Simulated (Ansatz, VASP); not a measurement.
Given: the input of a run of VASP 6.6.1 on Fe.

Contents of INCAR:

```
SYSTEM = Fe
PREC = Accurate ; ENCUT = 600
EDIFF = 1E-6 ; ISMEAR = -1
SIGMA = 0.05 ; LREAL = .FALSE.
LASPH = .TRUE. ; NELM = 150
ALGO = Normal ; ISIF = 3
LWAVE = .FALSE. ; LCHARG = .FALSE.
ISPIN = 2 ; MAGMOM = 3
LORBIT = 11 ; LMAXMIX = 4
GGA = RP ; IVDW = 13
IBRION = 2 ; NSW = 60
EDIFFG = -0.01
```

KPOINTS

```
regular mesh
0
G
  13 13 13
  0 0 0
```

File POSCAR:

```
Fe
1.0
   -1.4430000000      1.4430000000      1.4430000000
    1.4430000000     -1.4430000000      1.4430000000
    1.4430000000      1.4430000000     -1.4430000000
Fe
1
Direct
    0.0000000000      0.0000000000      0.0000000000
```

Potentials or basis: VASP PAW PBE potentials, release 64 (Fe).

The run is started by

```console
$ cat potpaw_PBE.64/Fe/POTCAR > POTCAR
$ mpirun -np 1 vasp_std > vasp.out
```

Translate it to Ansatz 0.2.0. Potentials there: Ansatz PAW.

As run (the cutoff follows the program's own potentials):

Contents of input.yaml:

```yaml
crystal:
  lattice:
    - [-1.443, 1.443, 1.443]
    - [1.443, -1.443, 1.443]
    - [1.443, 1.443, -1.443]
  atoms:
    - { symbol: Fe, position: [0.0, 0.0, 0.0], spin: 3.0 }
hamiltonian:
  xc: rpbe
  pseudopotentials: { kind: paw }
  dispersion: d4
magnetization:
  spin_polarized: true
kpoints:
  mp_grid: { grid: [13, 13, 13] }
scf:
  occupations: { method: fermi_dirac, width: 0.05 }
output:
  forces: true
  stress: true
relax:
  f_tol: 0.01
  max_steps: 40
  cell: { stress_tol: 0.05 }
```

Potentials or basis: Ansatz PAW.

Command:

```sh
$ ansatz run input.yaml --threads 2 --pin off --max-ram 5120MiB --backend cpu --events-out ev --progress --plain --runs-dir out
```

Both were run:

|  | VASP | Ansatz | Ansatz less VASP |
| --- | --- | --- | --- |
| net moment per atom (μB) | 2.12 | 2.11 | -0.014 |
| size of the moment on the site where the two differ most (μB) | 2.12 | 2.16 | +0.043 |
| relaxed volume (Å³/atom) | 11.09 | 11.11 | +0.018 |
| relaxed cell length with the largest relative difference (Å) | 2.433 | 2.435 | +0.0013 |

VASP's potentials were made for PBE, not for RPBE. Site moments also hang on the region over which each program counts them. VASP's potentials hold 8 valence electrons a cell and Ansatz's 16, so a difference there can come from the potentials and not from the codes.

Noted on Ansatz's run: the plane-wave basis is chosen anew once the cell has moved, so the energies of steps on either side of that aren't comparable.
